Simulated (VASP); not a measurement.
# S (P1) in VASP: relaxation of cell and atoms with PBE

Aim: the relaxation of cell and atoms of S with PBE.

Program: VASP 6.6.1. These are calculated values, not measurements. Logs are shortened: lines on timing, memory, paths and dates and some standing lists are left out, and cuts for length are marked.

## Step 1: The cell of the first run

The typed cell holds 4 atoms: a = 6.993 Å, b = 3.907 Å, c = 4.619 Å, α = 82.35°, β = 66.92°, γ = 87.71°.

The cell was generated, and may not be a known phase.

## Step 2: Relaxation of cell and atoms, PBE

File INCAR:

```
PREC = Accurate ; ENCUT = 500
EDIFF = 1E-7 ; ISMEAR = 0
SIGMA = 0.1 ; LREAL = False
LASPH = True ; NELM = 120
ALGO = Normal ; ISIF = 3
LWAVE = False ; LCHARG = False
GGA = PE ; IBRION = 2
NSW = 90 ; EDIFFG = -0.04
GGA_COMPAT = False ; NELMIN = 4
```

File KPOINTS:

```
regular mesh
0
Gamma
  4 4 4
```

File POSCAR:

```
S
1.0
    6.9932777047      0.0000000000      0.0000000000
    0.1558148124      3.9037198563      0.0000000000
    1.8110175036      0.5434486441      4.2141883832
S
4
Direct
    0.3555688926      0.2750020673      0.3005151756
    0.8089665797      0.9019269968      0.6720041303
    0.1668856750      0.1925250297      0.2783038368
    0.2802456284      0.9400008111      0.5913667064
```

Potentials or basis: VASP PAW PBE potentials, release 64 (S).

On the command line:

```console
$ cat potpaw_PBE.64/S/POTCAR > POTCAR
$ mpirun -np 1 vasp_std > vasp.out
```

OUTCAR:

```text
PREC = Accurate
   ENCUT = 500
   EDIFF = 1E-7
   ISMEAR = 0
   LREAL = False
   LASPH = True
   NELM = 120
   ISIF = 3
   GGA = PE
   IBRION = 2
   NSW = 90
   EDIFFG = -0.04
   NELMIN = 4

 ion  position               nearest neighbor table
   1  0.356  0.275  0.301-   3 1.42   4 1.68
   2  0.809  0.902  0.672-   3 2.64
   3  0.167  0.193  0.278-   1 1.42   4 2.04   2 2.64
   4  0.280  0.940  0.591-   1 1.68   3 2.04

  LATTYP: Found a triclinic cell.
 ALAT       =     7.5858981801
 B/A-ratio  =     1.4094507114
 C/A-ratio  =     2.5166580636
 COS(alpha) =     0.0032588024
 COS(beta)  =     0.5922777687
 COS(gamma) =     0.8042267754

  Lattice vectors:

 A1 = (   5.3380750135,   3.3602712122,  -4.2141883832)
 A2 = (   7.3049073295,   7.8074397126,   0.0000000000)
 A3 = (   6.5866705826,  -6.0775144327, -16.8567535328)

Analysis of symmetry for initial positions (statically):
=====================================================================
 Subroutine PRICEL returns:
 Original cell was already a primitive cell.

 Routine SETGRP: Setting up the symmetry group for a
 triclinic supercell.

 Subroutine GETGRP returns: Found  1 space group operations
 (whereof  1 operations were pure point group operations)
 out of a pool of  2 trial point group operations.

The static configuration has the point symmetry C_1 .

Analysis of symmetry for dynamics (positions and initial velocities):
=====================================================================
 Subroutine PRICEL returns:
 Original cell was already a primitive cell.

 Routine SETGRP: Setting up the symmetry group for a
 triclinic supercell.

 Subroutine GETGRP returns: Found  1 space group operations
 (whereof  1 operations were pure point group operations)
 out of a pool of  2 trial point group operations.

The dynamic configuration has the point symmetry C_1 .

 Subroutine INISYM returns: Found  1 space group operations
 (whereof  1 operations are pure point group operations),
 and found     1 'primitive' translations

----------------------------------------------------------------------------------------

                                     Primitive cell

  volume of cell :     115.0465

  direct lattice vectors                    reciprocal lattice vectors
     6.993277705  0.000000000  0.000000000     0.142994464 -0.005707545 -0.060714827
     0.155814812  3.903719856  0.000000000     0.000000000  0.256165923 -0.033034362
     1.811017504  0.543448644  4.214188383     0.000000000  0.000000000  0.237293616

  length of vectors
     6.993277705  3.906828250  4.618928940     0.155455084  0.258287145  0.237293616

  position of ions in fractional coordinates (direct lattice)
     0.355568893  0.275002067  0.300515176
     0.808966580  0.901926997  0.672004130
     0.166885675  0.192525030  0.278303837
     0.280245628  0.940000811  0.591366706

  ion indices of the primitive-cell ions
   primitive index   ion index
                 1           1
                 2           2
                 3           3
                 4           4

----------------------------------------------------------------------------------------

 KPOINTS: regular mesh

Automatic generation of k-mesh.
 Grid dimensions read from file:
 generate k-points for:    4    4    4

 Generating k-lattice:

  Cartesian coordinates                     Fractional coordinates (reciprocal lattice)
     0.035748616 -0.001426886 -0.015178707     0.250000000  0.000000000  0.000000000
     0.000000000  0.064041481 -0.008258590     0.000000000  0.250000000  0.000000000
     0.000000000  0.000000000  0.059323404     0.000000000  0.000000000  0.250000000

  Length of vectors
     0.038863771  0.064571786  0.059323404

  Shift w.r.t. Gamma in fractional coordinates (k-lattice)
     0.000000000  0.000000000  0.000000000

 Subroutine IBZKPT returns following result:
 ===========================================

 Found     36 irreducible k-points:

 Following reciprocal coordinates:
            Coordinates               Weight
  0.000000  0.000000  0.000000      1.000000
  0.250000  0.000000  0.000000      2.000000
  0.500000  0.000000  0.000000      1.000000
  0.000000  0.250000  0.000000      2.000000
  0.250000  0.250000  0.000000      2.000000
  0.500000  0.250000  0.000000      2.000000
[... 16 lines left out ...]
  0.000000 -0.250000  0.250000      2.000000
  0.250000 -0.250000  0.250000      2.000000
 [... further k-points ...]
   k-points           NKPTS =     36   k-points in BZ     NKDIM =     36   number of bands    NBANDS=     16
   number of dos      NEDOS =    301   number of ions     NIONS =      4
   total plane-waves  NPLWV =  54432
   dimension x,y,z NGX =    54 NGY =   28 NGZ =   36
   dimension x,y,z NGXF=   108 NGYF=   56 NGZF=   72
   ions per type =               4
   NGX,Y,Z   is equivalent  to a cutoff of  12.84, 11.91, 12.96 a.u.
   NGXF,Y,Z  is equivalent  to a cutoff of  25.67, 23.83, 25.91 a.u.
 SYSTEM =  unknown system
   PREC   = accura    normal or accurate (medium, high low for compatibility)
   ISTART =      0    job   : 0-new  1-cont  2-samecut
   ICHARG =      2    charge: 1-file 2-atom 10-const
   ISPIN  =      1    spin polarized calculation?
   LNONCOLLINEAR =      F non collinear calculations
   LSORBIT =      F    spin-orbit coupling
   LASPH  =      T    aspherical Exc in radial PAW
   ENCUT  =  500.0 eV  36.75 Ry    6.06 a.u.  12.75  7.12  8.42*2*pi/ulx,y,z
   NELM   =    120;   NELMIN=  4; NELMDL= -5     # of ELM steps
   EDIFF  = 0.1E-06   stopping-criterion for ELM
   LREAL  =      F    real-space projection
   EDIFFG = -.4E-01   stopping-criterion for IOM
   NSW    =     90    number of steps for IOM
   IBRION =      2    ionic relax: 0-MD 1-quasi-New 2-CG
   NFREE  =      1    steps in history (QN), initial steepest desc. (CG)
   ISIF   =      3    stress and relaxation
   ISYM   =      2    0-nonsym 1-usesym 2-fastsym
   POTIM  = 0.5000    time-step for ionic-motion
   TEBEG  =    0.0;   TEEND  =   0.0 temperature during run
   PSTRESS=    0.0 pullay stress
   NELECT =      24.0000    total number of electrons
   NUPDOWN=      -1.0000    fix difference up-down
   EMIN   =  10.00;   EMAX   =-10.00  energy-range for DOS
   EFERMI =   0.00;   METHOD = LEGACY
   ISMEAR =     0;   SIGMA  =   0.10  broadening in eV -4-tet -1-fermi 0-gaus
   EFERMI_NEDOS =   21; number of points for ismear=-14 and -15
   IALGO  =     38    algorithm
   IMIX   =      4    mixing-type and parameters
     AMIX     =   0.40;   BMIX     =  1.00
     AMIX_MAG =   1.60;   BMIX_MAG =  1.00
  volume/ion in A,a.u.               =      28.76       194.09
  Fermi-wavevector in a.u.,A,eV,Ry     =   0.970929  1.834790 12.826254  0.942703
  Thomas-Fermi vector in A             =   2.101104
   LORBIT       =      0    0 simple, 1 ext, 2 COOP (PROOUT), +10 PAW based schemes
   GGA     = PE    functional components
   LHFCALC =     F    Hartree Fock is set to
   AEXX    =    0.0000 exact exchange contribution
   IVDW    =     0    specifies the selected vdW correction
   LEPSILON=     F    determine dielectric tensor
   LRPA    =     F    only Hartree local field effects (RPA)
 conjugate gradient relaxation of ions
 non-spin polarized calculation
 Gauss-broadening in eV      SIGMA  =   0.10
  energy-cutoff  :      500.00
  volume of cell :      115.05
 maximum number of plane-waves:      2944
 NGX is ok and might be reduce to    54
   NGX = 25   NGY = 15   NGZ = 17

--------------------------------------- Ionic step        1  -------------------------------------------

 number of electron      23.9999999 magnetization

 Free energy of the ion-electron system (eV)
  ---------------------------------------------------
  ext. energy  EPLUGINS =         0.00000000
  ---------------------------------------------------
  free energy    TOTEN  =        -0.35622108 eV

  energy without entropy =       -0.34845127  energy(sigma->0) =       -0.35233617

------------------------ aborting loop because EDIFF is reached ----------------------------------------

  FORCE on cell =-STRESS in cart. coord.  units (eV):
  Direction    XX          YY          ZZ          XY          YZ          ZX
  --------------------------------------------------------------------------------------
  -------------------------------------------------------------------------------------
  Total       70.9136760     15.7088359     14.9792379     15.9119463    -10.7638744      9.2911941
  in kB      987.5684732    218.7667027    208.6060676    221.5952886   -149.9014515    129.3923944
  external PRESSURE =     471.6470812 kB  Pullay stress =       0.0000000 kB
[... 95 lines left out ...]
  FREE ENERGIE OF THE ION-ELECTRON SYSTEM (eV)
  ---------------------------------------------------
  free  energy   TOTEN  =        -7.7355429644 eV

  energy  without entropy=       -7.5985996040  energy(sigma->0) =       -7.66707128

 E-fermi :  -0.3217     XC(G=0):  -7.2065

 val. band max:       -0.3319039404   @ k =   0.0000  -0.2500   0.2500
 cond. band min:      -0.3063503351   @ k =   0.0000   0.0000   0.5000
 fundamental gap:      0.0255536053
 Fermi energy:        -0.3217374461

 k-point     1 :       0.0000    0.0000    0.0000
  band No.  band energies     occupation
      1     -14.5688      2.00000
      2     -12.5439      2.00000
      3     -11.1071      2.00000
      4     -10.2266      2.00000
      5      -4.5686      2.00000
      6      -3.0824      2.00000
[... 433 lines left out ...]
      3     -11.1729      2.00000
      4     -10.4145      2.00000
      5      -4.4893      2.00000
      6      -3.3315      2.00000
[... 8 lines left out ...]
     15       0.5256      0.00000
     16       3.4369      0.00000

 [... further k-points ...]

[... ionic steps 4 to 81 ...]

--------------------------------------- Ionic step       82  -------------------------------------------

 number of electron      24.0000001 magnetization

------------------------ aborting loop because EDIFF is reached ----------------------------------------
[... 71 lines left out ...]
--------------------------------------- Ionic step       84  -------------------------------------------

 number of electron      24.0000000 magnetization

 Free energy of the ion-electron system (eV)
  ---------------------------------------------------
  ext. energy  EPLUGINS =         0.00000000
  ---------------------------------------------------
  free energy    TOTEN  =       -15.42713036 eV

  energy without entropy =      -15.42712673  energy(sigma->0) =      -15.42712854

 E-fermi :   0.7979     XC(G=0):  -7.0373

 val. band max:        0.5257293402   @ k =   0.5000   0.2500   0.5000
 cond. band min:       1.0710900512   @ k =   0.2500  -0.2500   0.2500
 fundamental gap:      0.5453607109
 Fermi energy:         0.7979444030

 k-point     1 :       0.0000    0.0000    0.0000
  band No.  band energies     occupation
      1     -16.1791      2.00000
      2     -14.6410      2.00000
      3     -10.8196      2.00000
      4      -8.7010      2.00000
      5      -5.3078      2.00000
      6      -4.3260      2.00000
[... 433 lines left out ...]
      3     -10.8361      2.00000
      4      -8.9990      2.00000
      5      -5.4534      2.00000
      6      -4.8022      2.00000
[... 8 lines left out ...]
     15       4.1009      0.00000
     16       5.0888      0.00000

 [... further k-points ...]

------------------------ aborting loop because EDIFF is reached ----------------------------------------

  FORCE on cell =-STRESS in cart. coord.  units (eV):
  Direction    XX          YY          ZZ          XY          YZ          ZX
  --------------------------------------------------------------------------------------
  -------------------------------------------------------------------------------------
  Total       -0.0523604     -0.0393950     -0.0016642     -0.0200093     -0.0075349      0.0584187
  in kB       -0.6268138     -0.4716036     -0.0199222     -0.2395342     -0.0902019      0.6993389
  external PRESSURE =      -0.3727799 kB  Pullay stress =       0.0000000 kB
[... 19 lines left out ...]
  FREE ENERGIE OF THE ION-ELECTRON SYSTEM (eV)
  ---------------------------------------------------
  free  energy   TOTEN  =       -15.4271303554 eV

  energy  without entropy=      -15.4271267330  energy(sigma->0) =      -15.42712854

 reached required accuracy - stopping structural energy minimisation
```

Wall time 32 min (1 thread of Intel Xeon 6975P-C (Granite Rapids), shared host); peak memory 0.25 GiB.

What came out:

| Item | Value |
| --- | --- |
| Free energy | -15.4271 eV |
| Relaxed volume | 33.46 Å³/atom |
| Relaxed cell | a = 8.123 Å, b = 3.559 Å, c = 5.195 Å, α = 75.62°, β = 66.94°, γ = 84.99° |
| Space group after relaxing (to 0.1 Å) | P1 (No. 1) |
| Energy gained by relaxing | 3767.7 meV/atom |
| Ionic steps | 84 |
| Pressure after relaxing | 0.0 GPa |
| Largest force after relaxing | 0.039 eV/Å |
| Band gap on the k mesh | 0.55 eV (least direct gap 0.57 eV) |

Forces in eV/Å, atoms in the order of the input:
```
S   -0.032 -0.018 -0.011
S    0.004 -0.010 -0.004
S    0.005  0.011  0.008
S    0.024  0.017  0.007
```

Step by step:
| step | energy change (eV) | largest force (eV/Å) | pressure (GPa) | volume (Å³) |
| --- | --- | --- | --- | --- |
| 1 | 0.0000 | 56.9030 | 47.16 | 115.05 |
| 4 | -7.6729 | 3.3152 | -5.04 | 273.88 |
| 7 | -11.1648 | 2.9070 | -8.00 | 141.43 |
| 10 | -12.6911 | 3.4080 | -7.49 | 118.23 |
| 13 | -12.8536 | 3.2744 | -6.89 | 115.44 |
| 16 | -12.8714 | 3.2780 | -6.80 | 115.10 |
| 19 | -12.8735 | 3.2784 | -6.79 | 115.05 |
| 22 | -13.8308 | 1.6116 | 0.54 | 107.68 |
| 25 | -14.0189 | 1.9323 | 1.60 | 107.63 |
| 28 | -14.3755 | 1.9169 | -1.77 | 110.63 |
| 31 | -14.5694 | 0.8366 | 0.51 | 108.28 |
| 34 | -14.6259 | 2.9494 | 1.14 | 104.51 |
| 37 | -14.7768 | 1.0960 | -0.27 | 105.74 |
| 40 | -14.8335 | 0.7327 | -0.09 | 104.84 |
| 43 | -14.9099 | 0.5803 | 0.45 | 105.64 |
| 46 | -14.9417 | 0.3481 | 0.39 | 107.04 |
| 49 | -14.9925 | 0.2264 | 0.42 | 111.32 |
| 52 | -15.0342 | 0.2227 | -0.18 | 118.90 |
| 55 | -15.0464 | 0.2014 | 0.16 | 121.15 |
| 58 | -15.0508 | 0.3522 | -0.18 | 122.86 |
| 61 | -15.0600 | 0.2048 | 0.10 | 125.27 |
| 64 | -15.0647 | 0.1366 | 0.35 | 127.04 |
| 67 | -15.0676 | 0.0931 | -0.09 | 129.57 |
| 70 | -15.0684 | 0.0477 | 0.06 | 129.78 |
| 73 | -15.0689 | 0.1102 | -0.10 | 130.63 |
| 76 | -15.0692 | 0.0707 | -0.05 | 130.72 |
| 79 | -15.0700 | 0.0636 | 0.03 | 132.07 |
| 82 | -15.0706 | 0.0933 | -0.07 | 133.27 |
| 84 | -15.0709 | 0.0386 | -0.04 | 133.84 |

Final structure:
```cif
data_structure
_symmetry_space_group_name_H-M 'P 1'
_symmetry_Int_Tables_number 1
_cell_length_a 8.1232
_cell_length_b 3.5585
_cell_length_c 5.1951
_cell_angle_alpha 75.617
_cell_angle_beta 66.941
_cell_angle_gamma 84.993
_cell_volume 133.84
loop_
_atom_site_label
_atom_site_type_symbol
_atom_site_fract_x
_atom_site_fract_y
_atom_site_fract_z
_atom_site_occupancy
S1 S 0.45255 0.34551 0.31236 1
S2 S 0.83153 0.95574 0.66486 1
S3 S 0.05968 0.06148 0.34572 1
S4 S 0.26791 0.94673 0.51925 1
```

Caveat: the volume moved by over 15 % at a fixed basis, so the end points are rough; semilocal functionals underestimate gaps, and a narrow one can read as zero.
